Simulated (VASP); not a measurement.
Set up this calculation in VASP 6.6.1, as the native input.

* Task: single point
* Functional: PBE
* Potentials or basis: VASP PAW PBE potentials, release 64 (Cd, Se, S)
* Cutoff: 520 eV
* k mesh: 4 × 4 × 4
* Occupations: gaussian, width 0.1 eV
* Spin: no spin polarisation
* Dipole correction: no
* Further INCAR settings: ALGO = Normal; EDIFF = 1e-06; NBANDS = 30

The structure of CdSeS4 lies in POSCAR:

```
CdSeS4
1.0
    4.2291217700      0.0000000000      0.0000000000
    0.0000000000      4.2291217700      0.0000000000
    0.0000000000      0.0000000000      7.4329494100
Cd Se S
1 1 4
Direct
    0.0000000000      0.0000000000      0.0000000000
    0.5000000000      0.5000000000      0.5000000000
    0.5000000000      0.0000000000      0.0000000000
    0.0000000000      0.5000000000      0.0000000000
    0.0000000000      0.0000000000      0.2737000000
    0.0000000000      0.0000000000      0.7263000000
```

The cell was built from a structure type or drawn by symmetry, and may not be a known phase.

One way to write it, as run:

INCAR

```
SYSTEM = CdSeS4
PREC = Accurate ; ENCUT = 520
EDIFF = 1E-6 ; ISMEAR = 0
SIGMA = 0.1 ; LREAL = .FALSE.
LASPH = .TRUE. ; NELM = 80
ALGO = Normal ; ISIF = 2
LWAVE = .FALSE. ; LCHARG = .FALSE.
GGA = PE ; NBANDS = 30
```

KPOINTS

```
Automatic mesh
0
G
  4 4 4
  0 0 0
```

Potentials or basis: VASP PAW PBE potentials, release 64 (Cd, Se, S).

The run is started by

```bash
$ cat potpaw_PBE.64/Cd/POTCAR potpaw_PBE.64/Se/POTCAR potpaw_PBE.64/S/POTCAR > POTCAR
$ mpirun -np 1 vasp_std > vasp.out
```

Results of the run:

```yaml
Pressure: 37.0 GPa
Largest_force: 9.536 eV/Å
Band_gap_on_the_k_mesh: zero (bands 21 and 22 overlap by 1.81 eV)
```

Caveat: the k points lie up to 0.37 Å⁻¹ apart, too coarse for converged energies and pressures of a metal; forces of over 1 eV/Å act on the atoms, so gaps and moduli don't describe the material at rest.

Wall time 2.2 min on 1 thread of Intel Xeon 8259CL, on a shared host, peak memory 0.26 GiB.
